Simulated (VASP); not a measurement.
**Ti2O: single point with PBEsol**

Ti2O:

```
Ti O
1.0
     2.92292    0.00000    0.00000
    -1.46146    2.53132    0.00000
     0.00000    0.00000    4.69038
Ti O
2 1
Direct
  0.66667 0.33333 0.26338
  0.33333 0.66667 0.73662
  0.00000 0.00000 0.00000
```

| Quantity | Value |
| --- | --- |
| Program | VASP 6.6.1 |
| Task | single point |
| Functional | PBEsol |
| Potentials or basis | VASP PAW PBE potentials, release 64 (Ti_sv, O) |
| Cutoff | 520 eV |
| k mesh | 18 × 18 × 10 |
| Occupations | fermi-dirac, width 0.15 eV |
| Spin | no spin polarisation |

```
Pressure               : 6.4 GPa
Largest force          : 0.053 eV/Å
Band gap on the k mesh : zero (band 15 reaches 10.80 eV, above the bottom of band 16 at 10.00 eV)
```

Forces on the atoms (eV/Å):
```
Ti   0.000  0.000  0.053
Ti   0.000  0.000 -0.053
O    0.000  0.000  0.000
```

Levels at points of the mesh, in eV from the Fermi level:
| k point | band 11 | band 12 | band 13 | band 14 | band 15 | band 16 | band 17 | band 18 | band 19 | band 20 |
| --- | --- | --- | --- | --- | --- | --- | --- | --- | --- | --- |
| (0.00, 0.00, 0.00) | -6.43 | -6.43 | -3.63 | -0.01 | 0.19 | 0.59 | 0.59 | 1.10 | 1.10 | 1.24 |
| (0.50, 0.00, 0.00) | -7.23 | -6.84 | -2.78 | -1.30 | -0.46 | 1.35 | 1.87 | 3.02 | 3.05 | 3.09 |
| (0.00, 0.00, 0.50) | -6.50 | -6.50 | -1.73 | -1.63 | 0.10 | 0.10 | 1.35 | 2.11 | 2.11 | 2.21 |
| (0.50, 0.00, 0.50) | -7.27 | -6.76 | -1.73 | -1.24 | -0.58 | -0.18 | 1.13 | 2.81 | 3.03 | 3.09 |

Wall time 2 min on 1 thread of Intel Xeon 6975P-C (shared host), peak memory 0.33 GiB.

Caveat: the PAW data sets were made with another functional, which shifts forces and pressure a little.
